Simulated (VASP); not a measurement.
# FeSi (P2_13) in VASP: settings compared, part 2 of 2

VASP 6.6.1.

## Step 5: Relaxation of cell and atoms, PBEsol

INCAR

```
PREC = Accurate ; ENCUT = 600
EDIFF = 1E-7 ; ISMEAR = -1
SIGMA = 0.02 ; LREAL = False
LASPH = True ; NELM = 80
ALGO = Normal ; ISIF = 3
LWAVE = False ; LCHARG = False
GGA = PS ; IBRION = 2
NSW = 80 ; EDIFFG = -0.005
```

KPOINTS

```
Automatic mesh
0
Gamma
  6 6 6
```

POSCAR

```
FeSi
1.0
    4.4480505284      0.0000000000      0.0000000000
    0.0000000000      4.4480505284      0.0000000000
    0.0000000000      0.0000000000      4.4480505284
Fe Si
4 4
Direct
    0.1360028763      0.1360028763      0.1360028763
    0.3639971237      0.8639971237      0.6360028763
    0.6360028763      0.3639971237      0.8639971237
    0.8639971237      0.6360028763      0.3639971237
    0.8407333115      0.8407333115      0.8407333115
    0.6592666885      0.1592666885      0.3407333115
    0.3407333115      0.6592666885      0.1592666885
    0.1592666885      0.3407333115      0.6592666885
```

Potentials or basis: VASP PAW PBE potentials, release 64 (Fe, Si).

The run is started by

```
> cat potpaw_PBE.64/Fe/POTCAR potpaw_PBE.64/Si/POTCAR > POTCAR
> mpirun -np 1 vasp_std > vasp.out
```

OUTCAR:

```text
PREC = Accurate
   ENCUT = 600
   EDIFF = 1E-7
   ISMEAR = -1
   LREAL = False
   LASPH = True
   NELM = 80
   ISIF = 3
   GGA = PS
   IBRION = 2
   NSW = 80
   EDIFFG = -0.005

 ion  position               nearest neighbor table
   1  0.136  0.136  0.136-   5 2.27   6 2.31   7 2.31   8 2.31   7 2.50   8 2.50   6 2.50   3 2.73
                             4 2.73   2 2.73   2 2.73   4 2.73   3 2.73
   2  0.364  0.864  0.636-   6 2.27   5 2.31   7 2.31   8 2.31   7 2.50   8 2.50   5 2.50   1 2.73
                             1 2.73   3 2.73   3 2.73   4 2.73   4 2.73
   3  0.636  0.364  0.864-   7 2.27   6 2.31   5 2.31   8 2.31   8 2.50   6 2.50   5 2.50   1 2.73
                             4 2.73   2 2.73   2 2.73   4 2.73   1 2.73
   4  0.864  0.636  0.364-   8 2.27   6 2.31   7 2.31   5 2.31   6 2.50   5 2.50   7 2.50   1 2.73
                             3 2.73   2 2.73   1 2.73   2 2.73   3 2.73
   5  0.841  0.841  0.841-   1 2.27   2 2.31   3 2.31   4 2.31   3 2.50   4 2.50   2 2.50   6 2.76
                             7 2.76   8 2.76   6 2.76   8 2.76   7 2.76
   6  0.659  0.159  0.341-   2 2.27   1 2.31   3 2.31   4 2.31   3 2.50   4 2.50   1 2.50   8 2.76
                             5 2.76   5 2.76   7 2.76   7 2.76   8 2.76
   7  0.341  0.659  0.159-   3 2.27   2 2.31   1 2.31   4 2.31   4 2.50   2 2.50   1 2.50   8 2.76
                             5 2.76   8 2.76   6 2.76   6 2.76   5 2.76
   8  0.159  0.341  0.659-   4 2.27   2 2.31   3 2.31   1 2.31   2 2.50   1 2.50   3 2.50   7 2.76
                             5 2.76   7 2.76   5 2.76   6 2.76   6 2.76

  LATTYP: Found a simple cubic cell.
 ALAT       =     4.4480505284

  Lattice vectors:

 A1 = (   4.4480505284,   0.0000000000,   0.0000000000)
 A2 = (   0.0000000000,   4.4480505284,   0.0000000000)
 A3 = (   0.0000000000,   0.0000000000,   4.4480505284)

Analysis of symmetry for initial positions (statically):
=====================================================================
 Subroutine PRICEL returns:
 Original cell was already a primitive cell.

 Routine SETGRP: Setting up the symmetry group for a
 simple cubic supercell.

 Subroutine GETGRP returns: Found 12 space group operations
 (whereof  3 operations were pure point group operations)
 out of a pool of 48 trial point group operations.

The static configuration has the point symmetry C_3 .
 The point group associated with its full space group is T   .

Analysis of symmetry for dynamics (positions and initial velocities):
=====================================================================
 Subroutine PRICEL returns:
 Original cell was already a primitive cell.

 Routine SETGRP: Setting up the symmetry group for a
 simple cubic supercell.

 Subroutine GETGRP returns: Found 12 space group operations
 (whereof  3 operations were pure point group operations)
 out of a pool of 48 trial point group operations.

The dynamic configuration has the point symmetry C_3 .
 The point group associated with its full space group is T   .

 Subroutine INISYM returns: Found 12 space group operations
 (whereof  3 operations are pure point group operations),
 and found     1 'primitive' translations

----------------------------------------------------------------------------------------

                                     Primitive cell

  volume of cell :      88.0054

  direct lattice vectors                    reciprocal lattice vectors
     4.448050528  0.000000000  0.000000000     0.224817590  0.000000000  0.000000000
     0.000000000  4.448050528  0.000000000     0.000000000  0.224817590  0.000000000
     0.000000000  0.000000000  4.448050528     0.000000000  0.000000000  0.224817590

  length of vectors
     4.448050528  4.448050528  4.448050528     0.224817590  0.224817590  0.224817590

  position of ions in fractional coordinates (direct lattice)
     0.136002876  0.136002876  0.136002876
     0.363997124  0.863997124  0.636002876
     0.636002876  0.363997124  0.863997124
     0.863997124  0.636002876  0.363997124
     0.840733312  0.840733312  0.840733312
[... 32 lines left out ...]

  Shift w.r.t. Gamma in fractional coordinates (k-lattice)
     0.000000000  0.000000000  0.000000000

 Subroutine IBZKPT returns following result:
 ===========================================

 Found     24 irreducible k-points:

 Following reciprocal coordinates:
            Coordinates               Weight
  0.000000  0.000000  0.000000      1.000000
  0.166667  0.000000  0.000000      6.000000
  0.333333  0.000000  0.000000      6.000000
  0.500000  0.000000  0.000000      3.000000
  0.166667  0.166667  0.000000     12.000000
  0.333333  0.166667  0.000000     12.000000
[... 16 lines left out ...]
  0.500000  0.500000  0.333333      6.000000
  0.500000  0.500000  0.500000      1.000000
   k-points           NKPTS =     24   k-points in BZ     NKDIM =     24   number of bands    NBANDS=     29
   number of dos      NEDOS =    301   number of ions     NIONS =      8
   total plane-waves  NPLWV =  46656
   dimension x,y,z NGX =    36 NGY =   36 NGZ =   36
   dimension x,y,z NGXF=    72 NGYF=   72 NGZF=   72
   ions per type =               4   4
   NGX,Y,Z   is equivalent  to a cutoff of  13.46, 13.46, 13.46 a.u.
   NGXF,Y,Z  is equivalent  to a cutoff of  26.91, 26.91, 26.91 a.u.
 SYSTEM =  unknown system
   PREC   = accura    normal or accurate (medium, high low for compatibility)
   ISTART =      0    job   : 0-new  1-cont  2-samecut
   ICHARG =      2    charge: 1-file 2-atom 10-const
   ISPIN  =      1    spin polarized calculation?
   LNONCOLLINEAR =      F non collinear calculations
   LSORBIT =      F    spin-orbit coupling
   LASPH  =      T    aspherical Exc in radial PAW
   ENCUT  =  600.0 eV  44.10 Ry    6.64 a.u.   8.88  8.88  8.88*2*pi/ulx,y,z
   NELM   =     80;   NELMIN=  2; NELMDL= -5     # of ELM steps
   EDIFF  = 0.1E-06   stopping-criterion for ELM
   LREAL  =      F    real-space projection
   EDIFFG = -.5E-02   stopping-criterion for IOM
   NSW    =     80    number of steps for IOM
   IBRION =      2    ionic relax: 0-MD 1-quasi-New 2-CG
   NFREE  =      1    steps in history (QN), initial steepest desc. (CG)
   ISIF   =      3    stress and relaxation
   ISYM   =      2    0-nonsym 1-usesym 2-fastsym
   POTIM  = 0.5000    time-step for ionic-motion
   TEBEG  =    0.0;   TEEND  =   0.0 temperature during run
   PSTRESS=    0.0 pullay stress
   NELECT =      48.0000    total number of electrons
   NUPDOWN=      -1.0000    fix difference up-down
   EMIN   =  10.00;   EMAX   =-10.00  energy-range for DOS
   EFERMI =   0.00;   METHOD = LEGACY
   ISMEAR =    -1;   SIGMA  =   0.02  broadening in eV -4-tet -1-fermi 0-gaus
   EFERMI_NEDOS =   21; number of points for ismear=-14 and -15
   IALGO  =     38    algorithm
   IMIX   =      4    mixing-type and parameters
     AMIX     =   0.40;   BMIX     =  1.00
     AMIX_MAG =   1.60;   BMIX_MAG =  1.00
  volume/ion in A,a.u.               =      11.00        74.24
  Fermi-wavevector in a.u.,A,eV,Ry     =   1.337577  2.527654 24.342358  1.789113
  Thomas-Fermi vector in A             =   2.466115
   LORBIT       =      0    0 simple, 1 ext, 2 COOP (PROOUT), +10 PAW based schemes
   GGA     = PS    functional components
   LHFCALC =     F    Hartree Fock is set to
   AEXX    =    0.0000 exact exchange contribution
   IVDW    =     0    specifies the selected vdW correction
   LEPSILON=     F    determine dielectric tensor
   LRPA    =     F    only Hartree local field effects (RPA)
 conjugate gradient relaxation of ions
 non-spin polarized calculation
  energy-cutoff  :      600.00
  volume of cell :       88.01
 maximum number of plane-waves:      3016
   NGX = 17   NGY = 17   NGZ = 17

--------------------------------------- Ionic step        1  -------------------------------------------

 number of electron      48.0000013 magnetization

 Free energy of the ion-electron system (eV)
  ---------------------------------------------------
  ext. energy  EPLUGINS =         0.00000000
  ---------------------------------------------------
  free energy    TOTEN  =       -63.77230365 eV

  energy without entropy =      -63.77041338  energy(sigma->0) =      -63.77135852

 E-fermi :   9.6871     XC(G=0): -12.8987

 val. band max:        9.6099428327   @ k =   0.1667   0.1667   0.1667
 cond. band min:       9.7660029232   @ k =  -0.1667   0.3333   0.0000
 fundamental gap:      0.1560600905
 Fermi energy:         9.6870677719

 k-point     1 :       0.0000    0.0000    0.0000
  band No.  band energies     occupation
      1      -3.6214      2.00000
      2       1.7431      2.00000
      3       1.7431      2.00000
      4       1.7431      2.00000
      5       4.5546      2.00000
      6       4.5546      2.00000
[... 1050 lines left out ...]
--------------------------------------- Ionic step        8  -------------------------------------------

 number of electron      48.0000006 magnetization

 Free energy of the ion-electron system (eV)
  ---------------------------------------------------
  ext. energy  EPLUGINS =         0.00000000
  ---------------------------------------------------
  free energy    TOTEN  =       -63.82268510 eV

  energy without entropy =      -63.82084318  energy(sigma->0) =      -63.82176414

 E-fermi :  10.0594     XC(G=0): -13.0409

 val. band max:        9.9831802496   @ k =   0.1667   0.1667   0.1667
 cond. band min:      10.1382874415   @ k =   0.3333   0.1667   0.1667
 fundamental gap:      0.1551071919
 Fermi energy:        10.0594065522

 k-point     1 :       0.0000    0.0000    0.0000
  band No.  band energies     occupation
      1      -3.4784      2.00000
      2       1.9818      2.00000
      3       1.9818      2.00000
      4       1.9818      2.00000
      5       4.8042      2.00000
      6       4.8042      2.00000
[... 792 lines left out ...]
  FREE ENERGIE OF THE ION-ELECTRON SYSTEM (eV)
  ---------------------------------------------------
  free  energy   TOTEN  =       -63.8226851036 eV

  energy  without entropy=      -63.8208431849  energy(sigma->0) =      -63.82176414

 reached required accuracy - stopping structural energy minimisation
```

Wall time 10 min (1 thread of AMD EPYC 7R13, shared host); peak memory 0.25 GiB.

What came out:

- Free energy: -63.8227 eV
- Relaxed volume: 10.69 Å³/atom
- Relaxed cell: a = 4.406 Å, b = 4.406 Å, c = 4.406 Å, α = 90.00°, β = 90.00°, γ = 90.00°
- Space group after relaxing (to 0.1 Å): P2_13 (No. 198)
- Energy gained by relaxing: 6.3 meV/atom
- Ionic steps: 8
- Pressure after relaxing: 0.0 GPa
- Largest force after relaxing: 0.005 eV/Å
- Band gap on the k mesh: 0.16 eV

Forces on the atoms (eV/Å):
```
Fe   0.000  0.000  0.000
Fe   0.000  0.000  0.000
Fe   0.000  0.000  0.000
Fe   0.000  0.000  0.000
Si   0.003  0.003  0.003
Si  -0.003 -0.003  0.003
Si   0.003 -0.003 -0.003
Si  -0.003  0.003 -0.003
```

Step by step:
| step | energy change (eV) | largest force (eV/Å) | pressure (GPa) | volume (Å³) |
| --- | --- | --- | --- | --- |
| 1 | 0.0000 | 0.0293 | -6.39 | 88.01 |
| 2 | 0.0481 | 0.2855 | 10.18 | 82.54 |
| 3 | -0.0480 | 0.1137 | -0.06 | 85.68 |
| 4 | -0.0480 | 0.1161 | 0.07 | 85.64 |
| 5 | -0.0498 | 0.0568 | 0.11 | 85.57 |
| 6 | -0.0504 | 0.0074 | 0.13 | 85.51 |
| 7 | -0.0503 | 0.0036 | -0.23 | 85.62 |
| 8 | -0.0504 | 0.0045 | -0.02 | 85.55 |

Final structure:
```
Fe Si
1.0
     4.40623    0.00000    0.00000
     0.00000    4.40623    0.00000
     0.00000    0.00000    4.40623
Fe Si
4 4
Direct
  0.13727 0.13727 0.13727
  0.36273 0.86273 0.63727
  0.63727 0.36273 0.86273
  0.86273 0.63727 0.36273
  0.84103 0.84103 0.84103
  0.65897 0.15897 0.34103
  0.34103 0.65897 0.15897
  0.15897 0.34103 0.65897
```

Caveat: the PAW data sets were made with another functional, which shifts forces and pressure a little.

## Step 6: Relaxation of cell and atoms, LDA

INCAR

```
PREC = Accurate ; ENCUT = 600
EDIFF = 1E-6 ; ISMEAR = -1
SIGMA = 0.02 ; LREAL = False
LASPH = True ; NELM = 80
ALGO = Normal ; ISIF = 3
LWAVE = False ; LCHARG = False
IBRION = 2 ; NSW = 80
EDIFFG = -0.005
```

KPOINTS

```
regular mesh
0
Gamma
  6 6 6
```

POSCAR is that of step 5.

Potentials or basis: VASP PAW LDA potentials, release 64 (Fe, Si).

The run is started by

```
> cat potpaw_LDA.64/Fe/POTCAR potpaw_LDA.64/Si/POTCAR > POTCAR
> mpirun -np 1 vasp_std > vasp.out
```

It took 14 min on 1 thread of AMD EPYC 7R13, shared host; peak memory 0.22 GiB.

The run converged. Its results:

```
Free energy                           : -66.5574 eV
Relaxed volume                        : 10.45 Å³/atom
Relaxed cell                          : a = 4.373 Å, b = 4.373 Å, c = 4.373 Å, α = 90.00°, β = 90.00°, γ = 90.00°
Space group after relaxing (to 0.1 Å) : P2_13 (No. 198)
Energy gained by relaxing             : 21.0 meV/atom
Ionic steps                           : 20
Pressure after relaxing               : 0.0 GPa
Band gap on the k mesh                : 0.14 eV (least direct gap 0.15 eV)
```

The path:
```tsv
step	energy change (eV)	largest force (eV/Å)	pressure (GPa)	volume (Å³)
1	0.0000	0.0994	-11.88	88.01
2	0.2115	0.5421	22.13	78.02
3	-0.1649	0.1290	-0.34	83.84
4	-0.1650	0.1340	-0.07	83.76
5	-0.1649	0.1392	0.20	83.68
6	-0.1673	0.0673	0.23	83.60
7	-0.1680	0.0160	0.28	83.52
8	-0.1680	0.0165	0.35	83.52
9	-0.1677	0.0148	-0.65	83.81
10	-0.1681	0.0090	-0.04	83.62
11	-0.1681	0.0094	0.00	83.61
12	-0.1681	0.0093	-0.12	83.62
13	-0.1681	0.0041	0.26	83.53
14	-0.1681	0.0081	0.07	83.60
15	-0.1681	0.0084	0.04	83.60
16	-0.1681	0.0087	-0.10	83.60
17	-0.1681	0.0083	0.16	83.60
18	-0.1681	0.0086	-0.03	83.60
19	-0.1681	0.0085	0.04	83.60
20	-0.1681	0.0008	0.03	83.60
```

Final structure:
```
CELL_PARAMETERS angstrom
4.37257 0.00000 0.00000
0.00000 4.37257 0.00000
0.00000 0.00000 4.37257
ATOMIC_POSITIONS crystal
Fe 0.13722 0.13722 0.13722
Fe 0.36278 0.86278 0.63722
Fe 0.63722 0.36278 0.86278
Fe 0.86278 0.63722 0.36278
Si 0.84088 0.84088 0.84088
Si 0.65912 0.15912 0.34088
Si 0.34088 0.65912 0.15912
Si 0.15912 0.34088 0.65912
```

Levels at points of the mesh, in eV from the valence-band top:
```csv
k point,band 20,band 21,band 22,band 23,band 24,band 25,band 26,band 27,band 28,band 29
"(0.00, 0.00, 0.00)",-0.29,-0.29,-0.29,-0.04,-0.04,0.70,0.70,0.70,3.30,3.30
"(0.50, 0.00, 0.00)",-1.33,-0.40,-0.40,-0.01,-0.01,0.19,0.19,1.83,1.83,2.44
"(0.50, 0.50, 0.00)",-1.37,-1.08,-1.08,-0.37,-0.37,0.67,0.67,1.38,1.38,2.96
"(0.50, 0.50, 0.50)",-0.80,-0.70,-0.70,-0.70,-0.70,0.49,0.49,0.49,0.49,5.96
```

## Step 7: Summary

| task | level | potentials or basis | cell | cutoff (eV) | smearing | gap on the mesh (eV) | pressure (GPa) | relaxed volume (Å³/atom) | largest force (eV/Å) |
| --- | --- | --- | --- | --- | --- | --- | --- | --- | --- |
| single point | PBE | VASP PAW PBE potentials, release 64 (Fe, Si) | a = 4.448 Å, 8 atoms, atomic positions A | 520 | fermi-dirac 0.02 eV | 0.17 | 0.2 | - | 0.03 |
| single point | r2SCAN | VASP PAW PBE potentials, release 64 (Fe, Si) | a = 4.403 Å, 8 atoms, atomic positions B | 520 | fermi-dirac 0.02 eV | 0.32 | 0.4 | - | 0.04 |
| single point | r2SCAN | VASP PAW PBE potentials, release 64 (Fe, Si) | a = 4.403 Å, 8 atoms, atomic positions B | 520 | gaussian 0.01 eV | 0.32 | 0.4 | - | 0.04 |
| relaxation of cell and atoms | PBEsol | VASP PAW PBE potentials, release 64 (Fe, Si) | relaxed from a = 4.448 Å, 8 atoms, atomic positions A | 600 | fermi-dirac 0.02 eV | 0.16 | 0.0 | 10.69 | - |
| relaxation of cell and atoms | LDA | VASP PAW LDA potentials, release 64 (Fe, Si) | relaxed from a = 4.448 Å, 8 atoms, atomic positions A | 600 | fermi-dirac 0.02 eV | 0.14 | 0.0 | 10.45 | - |

Alike in all rows: no spin polarisation; k mesh 6 × 6 × 6.

Caveats: the PAW data sets were made with another functional, which shifts forces and pressure a little (at least some runs).

Total energies depend on the potentials used, so only differences within one code and one set of settings carry meaning.
